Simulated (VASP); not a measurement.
# Mn (Fm-3m) in VASP: notebook

Mn is run at these levels: PBE; tasks: single point.

Everything below comes from runs of VASP 6.6.1. Logs are shortened: lines on timing, memory, paths and dates and some standing lists are left out, and cuts for length are marked.

### 1 The cell of the first run

Symmetry: Fm-3m, No. 225, cubic system. Conventional cell: a = 3.572 Å, b = 3.572 Å, c = 3.572 Å, α = 90.00°, β = 90.00°, γ = 90.00°. Mn (site symmetry m-3m) has 12 Mn at 2.53 Å within 3.3 Å.

This isn't the form of Mn at room conditions, which is a 58-atom cubic cell.

### 2 Single point, PBE

INCAR

```
PREC = Accurate
ENCUT = 520
EDIFF = 1E-6
ISMEAR = -1
SIGMA = 0.06122561905347299
LREAL = F
LASPH = T
NELM = 60
ALGO = Normal
ISIF = 2
LWAVE = F
LCHARG = F
GGA = PE
NBANDS = 12
```

KPOINTS

```
Automatic mesh
0
Gamma
  27 27 27
```

POSCAR

```
Mn
1.0
    0.0000000000      1.7862458381      1.7862458381
    1.7862458381      0.0000000000      1.7862458381
    1.7862458381      1.7862458381      0.0000000000
Mn
1
Direct
    0.0000000000      0.0000000000      0.0000000000
```

Potentials or basis: VASP PAW PBE potentials, release 64 (Mn_pv).

Command:

```console
cat potpaw_PBE.64/Mn_pv/POTCAR > POTCAR
mpirun -np 1 vasp_std > vasp.out
```

OUTCAR:

```text
PREC = Accurate
   ENCUT = 520
   EDIFF = 1E-6
   ISMEAR = -1
   LREAL = F
   LASPH = T
   NELM = 60
   ISIF = 2
   GGA = PE

 ion  position               nearest neighbor table
   1  0.000  0.000  0.000-

  LATTYP: Found a face centered cubic cell.
 ALAT       =     3.5724916762

  Lattice vectors:

 A1 = (   0.0000000000,   1.7862458381,   1.7862458381)
 A2 = (   1.7862458381,   0.0000000000,   1.7862458381)
 A3 = (   1.7862458381,   1.7862458381,   0.0000000000)

Analysis of symmetry for initial positions (statically):
=====================================================================
 Subroutine PRICEL returns:
 Original cell was already a primitive cell.

 Routine SETGRP: Setting up the symmetry group for a
 face centered cubic supercell.

 Subroutine GETGRP returns: Found 48 space group operations
 (whereof 48 operations were pure point group operations)
 out of a pool of 48 trial point group operations.

The static configuration has the point symmetry O_h .

Analysis of symmetry for dynamics (positions and initial velocities):
=====================================================================
 Subroutine PRICEL returns:
 Original cell was already a primitive cell.

 Routine SETGRP: Setting up the symmetry group for a
 face centered cubic supercell.

 Subroutine GETGRP returns: Found 48 space group operations
 (whereof 48 operations were pure point group operations)
 out of a pool of 48 trial point group operations.

The dynamic configuration has the point symmetry O_h .

 Subroutine INISYM returns: Found 48 space group operations
 (whereof 48 operations are pure point group operations),
 and found     1 'primitive' translations

----------------------------------------------------------------------------------------

                                     Primitive cell

  volume of cell :      11.3987

  direct lattice vectors                    reciprocal lattice vectors
     0.000000000  1.786245838  1.786245838    -0.279916677  0.279916677  0.279916677
     1.786245838  0.000000000  1.786245838     0.279916677 -0.279916677  0.279916677
     1.786245838  1.786245838  0.000000000     0.279916677  0.279916677 -0.279916677

  length of vectors
     2.526133090  2.526133090  2.526133090     0.484829907  0.484829907  0.484829907

  position of ions in fractional coordinates (direct lattice)
     0.000000000  0.000000000  0.000000000

  ion indices of the primitive-cell ions
   primitive index   ion index
                 1           1

----------------------------------------------------------------------------------------

 KPOINTS: Automatic mesh

Automatic generation of k-mesh.
 Grid dimensions read from file:
 generate k-points for:   27   27   27

 Generating k-lattice:

  Cartesian coordinates                     Fractional coordinates (reciprocal lattice)
    -0.010367284  0.010367284  0.010367284     0.037037037  0.000000000  0.000000000
     0.010367284 -0.010367284  0.010367284     0.000000000  0.037037037  0.000000000
     0.010367284  0.010367284 -0.010367284     0.000000000  0.000000000  0.037037037

  Length of vectors
     0.017956663  0.017956663  0.017956663

  Shift w.r.t. Gamma in fractional coordinates (k-lattice)
     0.000000000  0.000000000  0.000000000

 Subroutine IBZKPT returns following result:
 ===========================================

 Found    560 irreducible k-points:

 Following reciprocal coordinates:
            Coordinates               Weight
  0.000000  0.000000  0.000000      1.000000
  0.037037  0.000000  0.000000      8.000000
  0.074074  0.000000  0.000000      8.000000
  0.111111  0.000000  0.000000      8.000000
  0.148148  0.000000  0.000000      8.000000
  0.185185  0.000000  0.000000      8.000000
[... 16 lines left out ...]
  0.333333  0.037037  0.000000     24.000000
  0.370370  0.037037  0.000000     24.000000
 [... further k-points ...]
   k-points           NKPTS =    560   k-points in BZ     NKDIM =    560   number of bands    NBANDS=     12
   number of dos      NEDOS =    301   number of ions     NIONS =      1
   total plane-waves  NPLWV =   8000
   dimension x,y,z NGX =    20 NGY =   20 NGZ =   20
   dimension x,y,z NGXF=    40 NGYF=   40 NGZF=   40
   ions per type =               1
   NGX,Y,Z   is equivalent  to a cutoff of  13.16, 13.16, 13.16 a.u.
   NGXF,Y,Z  is equivalent  to a cutoff of  26.32, 26.32, 26.32 a.u.
 SYSTEM =  unknown system
   PREC   = accura    normal or accurate (medium, high low for compatibility)
   ISTART =      0    job   : 0-new  1-cont  2-samecut
   ICHARG =      2    charge: 1-file 2-atom 10-const
   ISPIN  =      1    spin polarized calculation?
   LNONCOLLINEAR =      F non collinear calculations
   LSORBIT =      F    spin-orbit coupling
   LASPH  =      T    aspherical Exc in radial PAW
   ENCUT  =  520.0 eV  38.22 Ry    6.18 a.u.   4.70  4.70  4.70*2*pi/ulx,y,z
   NELM   =     60;   NELMIN=  2; NELMDL= -5     # of ELM steps
   EDIFF  = 0.1E-05   stopping-criterion for ELM
   LREAL  =      F    real-space projection
   EDIFFG = 0.1E-04   stopping-criterion for IOM
   NSW    =      0    number of steps for IOM
   IBRION =     -1    ionic relax: 0-MD 1-quasi-New 2-CG
   NFREE  =      0    steps in history (QN), initial steepest desc. (CG)
   ISIF   =      2    stress and relaxation
   ISYM   =      2    0-nonsym 1-usesym 2-fastsym
   POTIM  = 0.5000    time-step for ionic-motion
   TEBEG  =    0.0;   TEEND  =   0.0 temperature during run
   PSTRESS=    0.0 pullay stress
   NELECT =      13.0000    total number of electrons
   NUPDOWN=      -1.0000    fix difference up-down
   EMIN   =  10.00;   EMAX   =-10.00  energy-range for DOS
   EFERMI =   0.00;   METHOD = LEGACY
   ISMEAR =    -1;   SIGMA  =   0.06  broadening in eV -4-tet -1-fermi 0-gaus
   EFERMI_NEDOS =   21; number of points for ismear=-14 and -15
   IALGO  =     38    algorithm
   IMIX   =      4    mixing-type and parameters
     AMIX     =   0.40;   BMIX     =  1.00
     AMIX_MAG =   1.60;   BMIX_MAG =  1.00
  volume/ion in A,a.u.               =      11.40        76.92
  Fermi-wavevector in a.u.,A,eV,Ry     =   1.710428  3.232240 39.804700  2.925563
  Thomas-Fermi vector in A             =   2.788729
   LORBIT       =      0    0 simple, 1 ext, 2 COOP (PROOUT), +10 PAW based schemes
   GGA     = PE    functional components
   LHFCALC =     F    Hartree Fock is set to
   AEXX    =    0.0000 exact exchange contribution
   IVDW    =     0    specifies the selected vdW correction
   LEPSILON=     F    determine dielectric tensor
   LRPA    =     F    only Hartree local field effects (RPA)
 non-spin polarized calculation
  energy-cutoff  :      520.00
  volume of cell :       11.40
 maximum number of plane-waves:       331
   NGX =  9   NGY =  9   NGZ =  9

 number of electron      12.9999997 magnetization

 Free energy of the ion-electron system (eV)
  ---------------------------------------------------
  ext. energy  EPLUGINS =         0.00000000
  ---------------------------------------------------
  free energy    TOTEN  =        -8.89367730 eV

  energy without entropy =       -8.87359309  energy(sigma->0) =       -8.88363519

 E-fermi :   9.6797     XC(G=0): -13.6693

 val. band max:        9.6793379635   @ k =  -0.2963   0.2963   0.1111
 cond. band min:       9.6799959422   @ k =   0.3704   0.2222   0.0370
 fundamental gap:      0.0006579786
 Fermi energy:         9.6797223289

 k-point     1 :       0.0000    0.0000    0.0000
  band No.  band energies     occupation
      1     -38.0140      2.00000
      2     -38.0140      2.00000
      3     -38.0140      2.00000
      4       1.6408      2.00000
      5       8.6271      2.00000
      6       8.6271      2.00000
      7       8.6271      2.00000
      8      10.1738      0.00063
      9      10.1738      0.00063
     10      30.6745      0.00000
     11      36.0924      0.00000
     12      36.0924      0.00000

 k-point     2 :       0.0370    0.0000    0.0000
  band No.  band energies     occupation
      1     -38.0226      2.00000
      2     -38.0151      2.00000
      3     -38.0151      2.00000
      4       1.6964      2.00000
      5       8.6040      2.00000
      6       8.6443      2.00000
      7       8.6443      2.00000
      8      10.1647      0.00073
      9      10.1647      0.00073
     10      30.6685      0.00000
     11      35.4534      0.00000
     12      36.0853      0.00000

 k-point     3 :       0.0741    0.0000    0.0000
  band No.  band energies     occupation
      1     -38.0480      2.00000
      2     -38.0184      2.00000
      3     -38.0184      2.00000
      4       1.8615      2.00000
      5       8.5378      2.00000
      6       8.6930      2.00000
      7       8.6930      2.00000
      8      10.1407      0.00107
      9      10.1407      0.00107
     10      30.6034      0.00000
     11      34.1648      0.00000
     12      36.0645      0.00000
[... 286 lines left out ...]
 k-point    23 :       0.3333    0.0370    0.0000
  band No.  band energies     occupation
      1     -38.4628      2.00000
      2     -38.0808      2.00000
      3     -38.0727      2.00000
      4       4.7957      2.00000
      5       8.2283      2.00000
      6       8.7370      2.00000
      7       8.8019      2.00000
      8      10.5900      0.00000
      9      10.7607      0.00000
     10      22.5390      0.00000
     11      30.4760      0.00000
     12      34.3419      0.00000

 k-point    24 :       0.3704    0.0370    0.0000
  band No.  band energies     occupation
      1     -38.5225      2.00000
      2     -38.0881      2.00000
      3     -38.0819      2.00000
      4       5.1193      2.00000
      5       8.5384      2.00000
      6       8.6671      2.00000
      7       8.7256      2.00000
      8      10.8278      0.00000
      9      10.9369      0.00000
     10      21.1606      0.00000
     11      30.1307      0.00000
     12      34.2318      0.00000

 [... further k-points ...]

------------------------ aborting loop because EDIFF is reached ----------------------------------------

  FORCE on cell =-STRESS in cart. coord.  units (eV):
  Direction    XX          YY          ZZ          XY          YZ          ZX
  --------------------------------------------------------------------------------------
  -------------------------------------------------------------------------------------
  Total       -1.0359705     -1.0359705     -1.0359705      0.0000000      0.0000000      0.0000000
  in kB     -145.6143818   -145.6143818   -145.6143818      0.0000000      0.0000000      0.0000000
  external PRESSURE =    -145.6143818 kB  Pullay stress =       0.0000000 kB

 VOLUME and BASIS-vectors are now :
 -----------------------------------------------------------------------------
  energy-cutoff  :      520.00
  volume of cell :       11.40
      direct lattice vectors                 reciprocal lattice vectors
     0.000000000  1.786245838  1.786245838    -0.279916677  0.279916677  0.279916677
     1.786245838  0.000000000  1.786245838     0.279916677 -0.279916677  0.279916677
     1.786245838  1.786245838  0.000000000     0.279916677  0.279916677 -0.279916677

 POSITION                                       TOTAL-FORCE (eV/Angst)
 -----------------------------------------------------------------------------------
      0.00000      0.00000      0.00000         0.000000      0.000000      0.000000
 -----------------------------------------------------------------------------------
    total drift:                                0.000000      0.000000      0.000000

  FREE ENERGIE OF THE ION-ELECTRON SYSTEM (eV)
  ---------------------------------------------------
  free  energy   TOTEN  =        -8.8936773004 eV

  energy  without entropy=       -8.8735930886  energy(sigma->0) =       -8.88363519
```

Run time: 30 s. Hardware: 1 thread of Intel Xeon 6975P-C (Granite Rapids), shared host; peak memory 0.19 GiB.

Results:

- Free energy: -8.8937 eV
- Pressure: -14.6 GPa
- Band gap on the k mesh: zero (an odd number of electrons rules out a gap without spin polarisation)

Levels at points of the mesh, in eV from the Fermi level:
```
           k point  band 5  band 6  band 7  band 8  band 9  band 10
(0.00, 0.00, 0.00)   -1.05   -1.05   -1.05    0.49    0.49    20.99
```

Caveat: the cell stands under tension; the run has no spin polarisation, though such a crystal can be magnetic. Spin polarisation is off, so any magnetic state and its effect on volume and gap are missing.

### 3 Single point, PBE

This run uses another cell than the first one, of 10.11 Å³/atom.

INCAR

```
PREC     = Accurate       # precision mode
ENCUT    = 520            # plane-wave cutoff, eV
EDIFF    = 1E-7           # SCF threshold, eV
ISMEAR   = -1             # smearing method
SIGMA    = 0.06122561905347299 # smearing width, eV
LREAL    = False          # projectors in reciprocal space
LASPH    = True           # aspherical terms in the spheres
NELM     = 100            # most SCF steps
ALGO     = Normal         # electronic algorithm
ISIF     = 2              # what is computed and relaxed
LWAVE    = False          # write WAVECAR
LCHARG   = False          # write CHGCAR
GGA      = PE             # functional
NBANDS   = 12             # bands
```

KPOINTS

```
regular mesh
0
Gamma
  53 53 53
```

POSCAR

```
Mn
1.0
    0.0000000000      1.7161235827      1.7161235827
    1.7161235827      0.0000000000      1.7161235827
    1.7161235827      1.7161235827      0.0000000000
Mn
1
Direct
    0.0000000000      0.0000000000      0.0000000000
```

Potentials or basis: VASP PAW PBE potentials, release 64 (Mn_pv).

Command:

```console
cat potpaw_PBE.64/Mn_pv/POTCAR > POTCAR
mpirun -np 1 vasp_std > vasp.out
```

Run time: 2.8 min. Hardware: 1 thread of Intel Xeon 6975P-C (Granite Rapids), shared host; peak memory 0.52 GiB.

Results (log left out):

* Free energy: -8.8881 eV
* Pressure: 19.5 GPa
* Band gap on the k mesh: zero (an odd number of electrons rules out a gap without spin polarisation)

Levels at points of the mesh, in eV from the Fermi level:
```csv
k point,band 4,band 5,band 6,band 7,band 8,band 9,band 10,band 11
"(0.00, 0.00, 0.00)",-8.58,-1.26,-1.26,-1.26,0.59,0.59,21.80,28.03
```

Caveat: the cell stands under pressure; the run has no spin polarisation, though such a crystal can be magnetic. Spin polarisation is off, so any magnetic state and its effect on volume and gap are missing.
